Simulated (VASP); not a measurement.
# AlH2 (P6_3/mmc) in VASP: further runs

AlH2 is run at these levels: PBE; tasks: single point, relaxation of cell and atoms.

Program: VASP 6.6.1. These are calculated values, not measurements. Logs are shortened: lines on timing, memory, paths and dates and some standing lists are left out, and cuts for length are marked.

**1. The cell of the first run**

Symmetry: P6_3/mmc, No. 194, hexagonal system. The conventional cell has a = 2.729 Å, b = 2.729 Å, c = 8.757 Å, α = 90.00°, β = 90.00°, γ = 120.00°. Within 2.5 Å of Al (site symmetry -6m2) lie 6 H at 1.91 Å. Within 2.5 Å of H (site symmetry 3m) lie 3 Al at 1.91 Å and 1 H at 2.16 Å.

**2. Single point, PBE**

INCAR

```
PREC = Accurate ; ENCUT = 520
EDIFF = 1E-6 ; ISMEAR = 0
SIGMA = 0.1 ; LREAL = False
LASPH = True ; NELM = 60
ALGO = Normal ; ISIF = 2
LWAVE = False ; LCHARG = False
GGA = PE ; NBANDS = 14
```

KPOINTS

```
regular mesh
0
Gamma
  6 6 4
```

POSCAR

```
AlH2
1.0
    2.7287000165      0.0000000000      0.0000000000
   -1.3643500083      2.3631235336      0.0000000000
    0.0000000000      0.0000000000      8.7574391243
Al H
2 4
Direct
    0.6666666667      0.3333333333      0.7500000000
    0.3333333333      0.6666666667      0.2500000000
    0.3333333333      0.6666666667      0.6267836377
    0.6666666667      0.3333333333      0.3732163623
    0.6666666667      0.3333333333      0.1267836377
    0.3333333333      0.6666666667      0.8732163623
```

Potentials or basis: VASP PAW PBE potentials, release 64 (Al, H).

Launch:

```bash
> cat potpaw_PBE.64/Al/POTCAR potpaw_PBE.64/H/POTCAR > POTCAR
> mpirun -np 1 vasp_std > vasp.out
```

OUTCAR:

```text
PREC = Accurate
   ENCUT = 520
   EDIFF = 1E-6
   ISMEAR = 0
   LREAL = False
   LASPH = True
   NELM = 60
   ISIF = 2
   GGA = PE

 ion  position               nearest neighbor table
   1  0.667  0.333  0.750-   3 1.91   6 1.91   3 1.91   6 1.91   3 1.91   6 1.91
   2  0.333  0.667  0.250-   4 1.91   5 1.91   4 1.91   5 1.91   4 1.91   5 1.91
   3  0.333  0.667  0.627-   1 1.91   1 1.91   1 1.91
   4  0.667  0.333  0.373-   2 1.91   2 1.91   2 1.91
   5  0.667  0.333  0.127-   2 1.91   2 1.91   2 1.91
   6  0.333  0.667  0.873-   1 1.91   1 1.91   1 1.91

  LATTYP: Found a hexagonal cell.
 ALAT       =     2.7287000165
 C/A-ratio  =     3.2093814166

  Lattice vectors:

 A1 = (   2.7287000165,   0.0000000000,   0.0000000000)
 A2 = (  -1.3643500083,   2.3631235336,   0.0000000000)
 A3 = (   0.0000000000,   0.0000000000,   8.7574391243)

Analysis of symmetry for initial positions (statically):
=====================================================================
 Subroutine PRICEL returns:
 Original cell was already a primitive cell.

 Routine SETGRP: Setting up the symmetry group for a
 hexagonal supercell.

 Subroutine GETGRP returns: Found 24 space group operations
 (whereof 12 operations were pure point group operations)
 out of a pool of 24 trial point group operations.

The static configuration has the point symmetry D_3d.
 The point group associated with its full space group is D_6h.

Analysis of symmetry for dynamics (positions and initial velocities):
=====================================================================
 Subroutine PRICEL returns:
 Original cell was already a primitive cell.

 Routine SETGRP: Setting up the symmetry group for a
 hexagonal supercell.

 Subroutine GETGRP returns: Found 24 space group operations
 (whereof 12 operations were pure point group operations)
 out of a pool of 24 trial point group operations.

The dynamic configuration has the point symmetry D_3d.
 The point group associated with its full space group is D_6h.

 Subroutine INISYM returns: Found 24 space group operations
 (whereof 12 operations are pure point group operations),
 and found     1 'primitive' translations

----------------------------------------------------------------------------------------

                                     Primitive cell

  volume of cell :      56.4702

  direct lattice vectors                    reciprocal lattice vectors
     2.728700016  0.000000000  0.000000000     0.366474876  0.211584368  0.000000000
    -1.364350008  2.363123534  0.000000000     0.000000000  0.423168737  0.000000000
     0.000000000  0.000000000  8.757439124     0.000000000  0.000000000  0.114188633

  length of vectors
     2.728700016  2.728700017  8.757439124     0.423168737  0.423168737  0.114188633

  position of ions in fractional coordinates (direct lattice)
     0.666666667  0.333333333  0.750000000
     0.333333333  0.666666667  0.250000000
     0.333333333  0.666666667  0.626783638
     0.666666667  0.333333333  0.373216362
     0.666666667  0.333333333  0.126783638
     0.333333333  0.666666667  0.873216362

  ion indices of the primitive-cell ions
   primitive index   ion index
                 1           1
                 2           2
                 3           3
                 4           4
                 5           5
                 6           6

----------------------------------------------------------------------------------------

 KPOINTS: regular mesh

Automatic generation of k-mesh.
 Grid dimensions read from file:
 generate k-points for:    6    6    4

 Generating k-lattice:

  Cartesian coordinates                     Fractional coordinates (reciprocal lattice)
     0.061079146  0.035264061  0.000000000     0.166666667  0.000000000  0.000000000
     0.000000000  0.070528123  0.000000000     0.000000000  0.166666667  0.000000000
     0.000000000  0.000000000  0.028547158     0.000000000  0.000000000  0.250000000

  Length of vectors
     0.070528123  0.070528123  0.028547158

  Shift w.r.t. Gamma in fractional coordinates (k-lattice)
     0.000000000  0.000000000  0.000000000

 Subroutine IBZKPT returns following result:
 ===========================================

 Found     21 irreducible k-points:

 Following reciprocal coordinates:
            Coordinates               Weight
  0.000000  0.000000  0.000000      1.000000
  0.166667  0.000000  0.000000      6.000000
  0.333333  0.000000  0.000000      6.000000
  0.500000  0.000000  0.000000      3.000000
  0.166667  0.166667  0.000000      6.000000
  0.333333  0.166667  0.000000     12.000000
[... 13 lines left out ...]
  0.333333  0.166667  0.500000     12.000000
  0.333333  0.333333  0.500000      2.000000
   k-points           NKPTS =     21   k-points in BZ     NKDIM =     21   number of bands    NBANDS=     14
   number of dos      NEDOS =    301   number of ions     NIONS =      6
   total plane-waves  NPLWV =  28000
   dimension x,y,z NGX =    20 NGY =   20 NGZ =   70
   dimension x,y,z NGXF=    40 NGYF=   40 NGZF=  140
   ions per type =               2   4
   NGX,Y,Z   is equivalent  to a cutoff of  12.18, 12.18, 13.29 a.u.
   NGXF,Y,Z  is equivalent  to a cutoff of  24.37, 24.37, 26.58 a.u.
 SYSTEM =  unknown system
   PREC   = accura    normal or accurate (medium, high low for compatibility)
   ISTART =      0    job   : 0-new  1-cont  2-samecut
   ICHARG =      2    charge: 1-file 2-atom 10-const
   ISPIN  =      1    spin polarized calculation?
   LNONCOLLINEAR =      F non collinear calculations
   LSORBIT =      F    spin-orbit coupling
   LASPH  =      T    aspherical Exc in radial PAW
   ENCUT  =  520.0 eV  38.22 Ry    6.18 a.u.   5.07  5.07 16.28*2*pi/ulx,y,z
   NELM   =     60;   NELMIN=  2; NELMDL= -5     # of ELM steps
   EDIFF  = 0.1E-05   stopping-criterion for ELM
   LREAL  =      F    real-space projection
   EDIFFG = 0.1E-04   stopping-criterion for IOM
   NSW    =      0    number of steps for IOM
   IBRION =     -1    ionic relax: 0-MD 1-quasi-New 2-CG
   NFREE  =      0    steps in history (QN), initial steepest desc. (CG)
   ISIF   =      2    stress and relaxation
   ISYM   =      2    0-nonsym 1-usesym 2-fastsym
   POTIM  = 0.5000    time-step for ionic-motion
   TEBEG  =    0.0;   TEEND  =   0.0 temperature during run
   PSTRESS=    0.0 pullay stress
   NELECT =      10.0000    total number of electrons
   NUPDOWN=      -1.0000    fix difference up-down
   EMIN   =  10.00;   EMAX   =-10.00  energy-range for DOS
   EFERMI =   0.00;   METHOD = LEGACY
   ISMEAR =     0;   SIGMA  =   0.10  broadening in eV -4-tet -1-fermi 0-gaus
   EFERMI_NEDOS =   21; number of points for ismear=-14 and -15
   IALGO  =     38    algorithm
   IMIX   =      4    mixing-type and parameters
     AMIX     =   0.40;   BMIX     =  1.00
     AMIX_MAG =   1.60;   BMIX_MAG =  1.00
  volume/ion in A,a.u.               =       9.41        63.51
  Fermi-wavevector in a.u.,A,eV,Ry     =   0.919324  1.737270 11.499042  0.845156
  Thomas-Fermi vector in A             =   2.044505
   LORBIT       =      0    0 simple, 1 ext, 2 COOP (PROOUT), +10 PAW based schemes
   GGA     = PE    functional components
   LHFCALC =     F    Hartree Fock is set to
   AEXX    =    0.0000 exact exchange contribution
   IVDW    =     0    specifies the selected vdW correction
   LEPSILON=     F    determine dielectric tensor
   LRPA    =     F    only Hartree local field effects (RPA)
 non-spin polarized calculation
 Gauss-broadening in eV      SIGMA  =   0.10
  energy-cutoff  :      520.00
  volume of cell :       56.47
 maximum number of plane-waves:      1545
   NGX = 11   NGY = 11   NGZ = 33

 number of electron      10.0000002 magnetization

 Free energy of the ion-electron system (eV)
  ---------------------------------------------------
  ext. energy  EPLUGINS =         0.00000000
  ---------------------------------------------------
  free energy    TOTEN  =       -19.33744313 eV

  energy without entropy =      -19.33022360  energy(sigma->0) =      -19.33383337

 E-fermi :   4.2102     XC(G=0):  -8.9961

 val. band max:        4.1829380896   @ k =   0.3333   0.0000   0.0000
 cond. band min:       4.2458991618   @ k =   0.3333   0.0000   0.2500
 fundamental gap:      0.0629610722
 Fermi energy:         4.2101530674

 k-point     1 :       0.0000    0.0000    0.0000
  band No.  band energies     occupation
      1      -7.5857      2.00000
      2      -7.0754      2.00000
      3      -3.2299      2.00000
      4      -1.3585      2.00000
      5       4.7883      0.00000
      6       9.8126      0.00000
      7      12.5761      0.00000
      8      15.1774      0.00000
      9      16.0544      0.00000
     10      16.8840      0.00000
     11      16.8840      0.00000
     12      16.9480      0.00000
     13      16.9480      0.00000
     14      17.8950      0.00000

 k-point     2 :       0.1667    0.0000    0.0000
  band No.  band energies     occupation
      1      -6.9025      2.00000
      2      -6.3971      2.00000
      3      -2.5953      2.00000
      4      -0.7776      2.00000
      5       5.4499      0.00000
      6       9.0443      0.00000
      7      10.0935      0.00000
      8      11.8840      0.00000
      9      13.0364      0.00000
     10      14.3904      0.00000
     11      14.5671      0.00000
     12      14.8180      0.00000
     13      15.4267      0.00000
     14      15.7997      0.00000

 k-point     3 :       0.3333    0.0000    0.0000
  band No.  band energies     occupation
      1      -4.9587      2.00000
      2      -4.4873      2.00000
      3      -0.8015      2.00000
      4       0.7665      2.00000
      5       4.1829      1.29967
      6       4.6052      0.00000
      7       7.7291      0.00000
      8       9.2167      0.00000
      9      10.4848      0.00000
     10      12.0657      0.00000
     11      12.8000      0.00000
     12      13.0734      0.00000
     13      13.0848      0.00000
     14      14.7977      0.00000

 k-point     4 :       0.5000    0.0000    0.0000
  band No.  band energies     occupation
      1      -2.9428      2.00000
      2      -2.7169      2.00000
      3       1.0091      2.00000
      4       1.3061      2.00000
      5       1.3997      2.00000
      6       1.7397      2.00000
      7       6.7486      0.00000
      8       7.7906      0.00000
      9      10.4521      0.00000
     10      10.8479      0.00000
     11      12.2063      0.00000
     12      12.2725      0.00000
     13      12.5027      0.00000
     14      14.0402      0.00000

 k-point     5 :       0.1667    0.1667    0.0000
  band No.  band energies     occupation
      1      -5.5814      2.00000
      2      -5.0935      2.00000
      3      -1.3718      2.00000
      4       0.3044      2.00000
      5       6.1259      0.00000
      6       6.3039      0.00000
      7       7.3706      0.00000
      8       9.6042      0.00000
      9      10.0995      0.00000
     10      11.2859      0.00000
     11      11.8642      0.00000
[... 225 lines left out ...]
 k-point    19 :       0.1667    0.1667    0.5000
  band No.  band energies     occupation
      1      -5.3637      2.00000
      2      -5.3637      2.00000
      3      -0.5896      2.00000
      4      -0.5896      2.00000
      5       6.3133      0.00000
      6       6.3133      0.00000
      7       8.7819      0.00000
      8       8.7819      0.00000
      9      10.0481      0.00000
     10      10.0481      0.00000
     11      12.1251      0.00000
     12      12.1251      0.00000
     13      15.4704      0.00000
     14      15.4704      0.00000

 k-point    20 :       0.3333    0.1667    0.5000
  band No.  band energies     occupation
      1      -3.1276      2.00000
      2      -3.1276      2.00000
      3       1.2202      2.00000
      4       1.2202      2.00000
      5       2.7529      2.00000
      6       2.7529      2.00000
      7       7.3982      0.00000
      8       7.3982      0.00000
      9       8.0912      0.00000
     10       8.0912      0.00000
     11      11.9731      0.00000
     12      11.9731      0.00000
     13      13.0856      0.00000
     14      13.0856      0.00000

 k-point    21 :       0.3333    0.3333    0.5000
  band No.  band energies     occupation
      1      -1.9270      2.00000
      2      -1.9270      2.00000
      3       2.0495      2.00000
      4       2.0495      2.00000
      5       2.7368      2.00000
      6       2.7368      2.00000
      7       4.4465      0.00083
      8       4.4465      0.00083
      9       8.3078      0.00000
     10       8.3078      0.00000
     11       9.8632      0.00000
     12       9.8632      0.00000
     13      13.5900      0.00000
     14      13.5900      0.00000

------------------------ aborting loop because EDIFF is reached ----------------------------------------

  FORCE on cell =-STRESS in cart. coord.  units (eV):
  Direction    XX          YY          ZZ          XY          YZ          ZX
  --------------------------------------------------------------------------------------
  -------------------------------------------------------------------------------------
  Total       -0.0733105     -0.0733105     -0.0312122      0.0000000      0.0000000      0.0000000
  in kB       -2.0799713     -2.0799713     -0.8855549      0.0000000      0.0000000      0.0000000
  external PRESSURE =      -1.6818325 kB  Pullay stress =       0.0000000 kB

 VOLUME and BASIS-vectors are now :
 -----------------------------------------------------------------------------
  energy-cutoff  :      520.00
  volume of cell :       56.47
      direct lattice vectors                 reciprocal lattice vectors
     2.728700016  0.000000000  0.000000000     0.366474876  0.211584368  0.000000000
    -1.364350008  2.363123534  0.000000000     0.000000000  0.423168737  0.000000000
     0.000000000  0.000000000  8.757439124     0.000000000  0.000000000  0.114188633

 POSITION                                       TOTAL-FORCE (eV/Angst)
 -----------------------------------------------------------------------------------
      1.36435      0.78771      6.56808         0.000000     -0.000000      0.000000
     -0.00000      1.57542      2.18936        -0.000000      0.000000      0.000000
     -0.00000      1.57542      5.48902        -0.000000      0.000000      0.001257
      1.36435      0.78771      3.26842         0.000000     -0.000000     -0.001257
      1.36435      0.78771      1.11030         0.000000     -0.000000      0.001257
     -0.00000      1.57542      7.64714         0.000000      0.000000     -0.001257
 -----------------------------------------------------------------------------------
    total drift:                               -0.000000     -0.000000     -0.000000

  FREE ENERGIE OF THE ION-ELECTRON SYSTEM (eV)
  ---------------------------------------------------
  free  energy   TOTEN  =       -19.3374431349 eV

  energy  without entropy=      -19.3302236001  energy(sigma->0) =      -19.33383337
```

It took 8.8 s on 1 thread of AMD EPYC 9R45 (Zen 5), shared host; peak memory 0.13 GiB.

What came out:

```yaml
Free_energy: -19.3374 eV
Pressure: -0.2 GPa
Band_gap_on_the_k_mesh: zero (bands 5 and 6 overlap by 5.54 eV)
```

Levels at points of the mesh, in eV from the Fermi level:
| k point | band 1 | band 2 | band 3 | band 4 | band 5 | band 6 | band 7 | band 8 |
| --- | --- | --- | --- | --- | --- | --- | --- | --- |
| (0.00, 0.00, 0.00) | -11.80 | -11.29 | -7.44 | -5.57 | 0.58 | 5.60 | 8.37 | 10.97 |
| (0.50, 0.00, 0.00) | -7.15 | -6.93 | -3.20 | -2.90 | -2.81 | -2.47 | 2.54 | 3.58 |
| (0.00, 0.00, 0.50) | -11.57 | -11.57 | -6.58 | -6.58 | 2.57 | 2.57 | 10.45 | 10.45 |
| (0.50, 0.00, 0.50) | -7.04 | -7.04 | -3.20 | -3.20 | -2.44 | -2.44 | 2.71 | 2.71 |

Caveat: the k points lie up to 0.44 Å⁻¹ apart, too coarse for converged energies and pressures of a metal.

**3. Relaxation of cell and atoms, PBE**

This run uses another cell than the first one, of 5.54 Å³/atom.

INCAR

```
SYSTEM = AlH2
ALGO = Normal
EDIFF = 1E-7
EDIFFG = -0.0325
ENCUT = 600
GGA = PE
IBRION = 2
ISIF = 3
ISMEAR = 0
LASPH = .TRUE.
LCHARG = .FALSE.
LREAL = .FALSE.
LWAVE = .FALSE.
NELM = 100
NSW = 90
PREC = Accurate
SIGMA = 0.1
```

KPOINTS

```
k-points
0
G
  6 6 4
  0 0 0
```

POSCAR

```
AlH2
1.0
    2.8401536752      0.0000000000      0.0000000000
   -1.4200768376      2.4596452334      0.0000000000
    0.0000000000      0.0000000000      4.7543579465
Al H
2 4
Direct
    0.6666666667      0.3333333333      0.7500000000
    0.3333333333      0.6666666667      0.2500000000
    0.3333333333      0.6666666667      0.6111111111
    0.6666666667      0.3333333333      0.3888888889
    0.6666666667      0.3333333333      0.1111111111
    0.3333333333      0.6666666667      0.8888888889
```

Potentials or basis: VASP PAW PBE potentials, release 64 (Al, H).

Launch:

```bash
> cat potpaw_PBE.64/Al/POTCAR potpaw_PBE.64/H/POTCAR > POTCAR
> mpirun -np 1 vasp_std > vasp.out
```

Run time: 91 s. Hardware: 1 thread of AMD EPYC 9R45 (Zen 5), shared host; peak memory 0.13 GiB.

Results (log left out):

```yaml
Free_energy: -19.1582 eV
Relaxed_volume: 8.49 Å³/atom
Relaxed_cell: a = 2.728 Å, b = 2.728 Å, c = 7.897 Å, α = 90.00°, β = 90.00°, γ = 120.00°
Space_group_after_relaxing_to_0.1_Å: P6_3/mmc (No. 194)
Energy_gained_by_relaxing: 550.0 meV/atom
Ionic_steps: 28
Pressure_after_relaxing: -0.2 GPa
Largest_force_after_relaxing: 0.014 eV/Å
Band_gap_on_the_k_mesh: zero (bands 5 and 6 overlap by 6.17 eV)
```

Forces on the atoms (eV/Å):
```
Al   0.000  0.000  0.000
Al   0.000  0.000  0.000
H    0.000  0.000 -0.014
H    0.000  0.000  0.014
H    0.000  0.000 -0.014
H    0.000  0.000  0.014
```

Stress tensor (GPa, compression positive):
```
-0.22  0.00  0.00
 0.00 -0.22  0.00
 0.00  0.00 -0.10
```

Step by step:
| step | energy change (eV) | largest force (eV/Å) | pressure (GPa) | volume (Å³) |
| --- | --- | --- | --- | --- |
| 1 | 0.0000 | 1.3911 | 51.00 | 33.21 |
| 2 | -1.8654 | 0.6260 | 10.03 | 42.42 |
| 3 | -2.0638 | 0.4341 | 1.08 | 46.44 |
| 4 | -2.0790 | 0.3777 | -1.32 | 47.83 |
| 5 | -2.0792 | 0.3655 | -1.84 | 48.16 |
| 6 | -2.1160 | 0.2241 | -1.32 | 47.74 |
| 7 | -2.1504 | 0.0671 | -0.03 | 46.87 |
| 8 | -2.1509 | 0.1027 | 0.14 | 46.77 |
| 9 | -2.1645 | 0.0691 | -0.33 | 46.66 |
| 10 | -2.1756 | 0.0854 | -0.76 | 46.52 |
| 11 | -2.2324 | 0.1607 | -0.95 | 46.20 |
| 12 | -2.4312 | 0.4245 | -1.16 | 45.35 |
| 13 | -2.6542 | 0.9762 | 5.25 | 42.98 |
| 14 | -2.6673 | 0.8458 | 1.86 | 44.00 |
| 15 | -2.6892 | 0.9190 | 3.24 | 43.53 |
| 16 | -2.6952 | 0.9236 | 3.34 | 43.53 |
| 17 | -2.7047 | 0.9384 | 3.67 | 43.54 |
| 18 | -2.7145 | 0.9299 | 3.59 | 43.59 |
| 19 | -2.7431 | 0.9040 | 3.34 | 43.74 |
| 20 | -2.7976 | 0.8506 | 2.88 | 44.06 |
| 21 | -2.8960 | 0.7436 | 2.05 | 44.69 |
| 22 | -3.0555 | 0.5331 | 0.72 | 45.96 |
| 23 | -3.1841 | 0.1260 | -0.65 | 48.58 |
| 24 | -3.2490 | 0.1743 | 0.09 | 49.13 |
| 25 | -3.2851 | 0.2311 | 1.58 | 49.88 |
| 26 | -3.2852 | 0.2352 | 1.75 | 49.95 |
| 27 | -3.3001 | 0.0385 | 0.03 | 50.80 |
| 28 | -3.3003 | 0.0138 | -0.18 | 50.91 |

Final structure:
```
CELL_PARAMETERS angstrom
2.72846 0.00000 0.00000
-1.36423 2.36291 0.00000
0.00000 0.00000 7.89726
ATOMIC_POSITIONS crystal
Al 0.66667 0.33333 0.75000
Al 0.33333 0.66667 0.25000
H 0.33333 0.66667 0.61347
H 0.66667 0.33333 0.38653
H 0.66667 0.33333 0.11347
H 0.33333 0.66667 0.88653
```

Levels at points of the mesh, in eV from the Fermi level:
```
           k point  band 1  band 2  band 3  band 4  band 5  band 6  band 7  band 8
(0.00, 0.00, 0.00)  -11.91  -10.83   -7.87   -4.53    0.92    7.22   11.34   11.68
(0.50, 0.00, 0.00)   -7.15   -6.66   -3.45   -2.74   -2.55   -2.15    2.81    4.42
(0.00, 0.00, 0.50)  -11.48  -11.48   -6.34   -6.34    3.75    3.75   11.19   11.19
(0.50, 0.00, 0.50)   -6.92   -6.92   -3.37   -3.37   -1.88   -1.88    2.77    2.77
```

Caveat: the k points lie up to 0.44 Å⁻¹ apart in the final cell, too coarse for converged energies and pressures of a metal; the volume moved by over 15 % at a fixed basis, so the end points are rough.
